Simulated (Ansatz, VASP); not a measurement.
# CuI in VASP and in Ansatz

```
CELL_PARAMETERS angstrom
4.34575 0.00000 0.00000
-2.17288 3.76353 0.00000
0.00000 0.00000 8.01395
ATOMIC_POSITIONS crystal
Cu 0.33333 0.66667 0.25000
Cu 0.66667 0.33333 0.75000
I 0.66667 0.33333 0.25000
I 0.33333 0.66667 0.75000
```

Alike in both runs: task single point; functional PBE; k mesh 6 × 6 × 4; no spin polarisation.

|  | VASP | Ansatz |
| --- | --- | --- |
| version | VASP 6.6.1 | Ansatz 0.2.0 |
| potentials or method | VASP PAW PBE potentials, release 64 (Cu, I) | plane waves, PAW |
| plane-wave cutoff (eV) | 520 | 420 |
| occupations | gaussian, width 0.01 eV | fixed |
| valence electrons in the cell | 36 | 72 |

|  | VASP | Ansatz | Ansatz less VASP |
| --- | --- | --- | --- |
| gap on the k mesh at the Fermi level (eV) | 1.24 | 1.22 | -0.017 |
| pressure (GPa) | 1.1 | 1.0 | -0.03 |
| traceless stress, the component that is largest in VASP (GPa) | -0.93 | -0.89 | +0.036 |

VASP's potentials hold 36 valence electrons a cell and Ansatz's 72, so a difference there can come from the potentials and not from the codes.

Spin-orbit coupling is off throughout.
